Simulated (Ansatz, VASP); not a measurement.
KBr: VASP beside Ansatz

```
Br K
1.0
     0.00000    3.30000    3.30000
     3.30000    0.00000    3.30000
     3.30000    3.30000    0.00000
Br K
1 1
Direct
  0.50000 0.50000 0.50000
  0.00000 0.00000 0.00000
```

Alike in both runs: task relaxation of cell and atoms; functional PBEsol; k mesh 7 × 7 × 7; occupations fermi-dirac, width 0.05 eV; no spin polarisation.

|  | VASP | Ansatz |
| --- | --- | --- |
| version | VASP 6.6.1 | Ansatz 0.2.0 |
| potentials or method | VASP PAW PBE potentials, release 64 (Br, K_sv), cutoff 600 eV | all-electron LAPW, scalar-relativistic |

Ansatz gave:

```
relaxed volume (Å³/atom)                                     : 35.11
relaxed cell length with the largest relative difference (Å) : 4.631
```

Q: What did VASP give for the same quantities?

A: Relaxed volume (Å³/atom): 35.28; relaxed cell length with the largest relative difference (Å): 4.638.

VASP's potentials were made for PBE, not for PBEsol. Ansatz ran all-electron here, and VASP with PAW potentials.
